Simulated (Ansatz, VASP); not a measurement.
**Li3Os: VASP beside Ansatz**

POSCAR

```
Li3Os
1.0
    3.6478766918      0.0000000000      0.0000000000
    0.0000000000      3.6478766918      0.0000000000
    0.0000000000      0.0000000000      3.6478766918
Li Os
3 1
Direct
    0.0000000000      0.5000000000      0.5000000000
    0.5000000000      0.0000000000      0.5000000000
    0.5000000000      0.5000000000      0.0000000000
    0.0000000000      0.0000000000      0.0000000000
```

Contents of INCAR.step1:

```
SYSTEM = Li3Os
ALGO = Normal
EDIFF = 1E-4
ENCUT = 600
GGA = PE
ISMEAR = 0
LASPH = .TRUE.
LCHARG = .FALSE.
LREAL = .FALSE.
LWAVE = .TRUE.
NELM = 100
PREC = Accurate
SIGMA = 0.1
```

File INCAR.step2:

```
SYSTEM = Li3Os
ALGO = Normal
EDIFF = 1E-6
EDIFFG = -0.01
ENCUT = 600
IBRION = 2
ISIF = 3
ISMEAR = 0
ISTART = 1
LASPH = .TRUE.
LCHARG = .FALSE.
LMIXTAU = .TRUE.
LREAL = .FALSE.
LWAVE = .FALSE.
METAGGA = R2SCAN
NELM = 100
NSW = 100
PREC = Accurate
SIGMA = 0.1
```

The input KPOINTS:

```
k-points
0
G
  12 12 12
  0 0 0
```

Input for Ansatz:

```yaml
crystal:
  lattice:
    - [3.6478766918, 0.0, 0.0]
    - [0.0, 3.6478766918, 0.0]
    - [0.0, 0.0, 3.6478766918]
  atoms:
    - { symbol: Li, position: [0.0, 0.5, 0.5] }
    - { symbol: Li, position: [0.5, 0.0, 0.5] }
    - { symbol: Li, position: [0.5, 0.5, 0.0] }
    - { symbol: Os, position: [0.0, 0.0, 0.0] }
basis:
  ecutwfc: 500
kpoints:
  mp_grid: { grid: [12, 12, 12] }
hamiltonian:
  xc: r2scan
scf:
  occupations: { method: gaussian, width: 0.1 }
output:
  forces: true
  stress: true
  eigenvalues: true
relax:
  adjacent_minimum: "off"
  f_tol: 0.01
  max_steps: 80
  cell: { stress_tol: 0.05 }
```

Alike in both runs: task relaxation of cell and atoms; functional r2SCAN; k mesh 12 × 12 × 12; occupations gaussian, width 0.1 eV; no spin polarisation.

|  | VASP | Ansatz |
| --- | --- | --- |
| version | VASP 6.6.1 | Ansatz 0.2.0 |
| potentials or method | VASP PAW PBE potentials, release 64 (Li_sv, Os), cutoff 600 eV | scalar-relativistic, plane waves, PAW |
| valence electrons in the cell | 17 | 25 |

VASP gave:

| Item | Value |
| --- | --- |
| gap on the k mesh at the Fermi level, each at its own relaxed structure (eV) | none |
| relaxed volume (Å³/atom) | 12.83 |
| relaxed length of the cell vector where the two differ most in proportion (Å) | 3.716 |

**Question.** Which values does Ansatz return?

**Answer.** gap on the k mesh at the Fermi level, each at its own relaxed structure (eV): none; relaxed volume (Å³/atom): 12.75; relaxed length of the cell vector where the two differ most in proportion (Å): 3.708.

VASP's potentials were made for PBE, not for r2SCAN. A gap of «none» marks a metal or a gap that the smearing closes. VASP's potentials hold 17 valence electrons a cell and Ansatz's 25, so a difference there can come from the potentials and not from the codes.

Neither program's run includes spin-orbit coupling. Noted on VASP's run: the cutoff is under 1.25 times that of the potentials, so the pressure is a little rough.
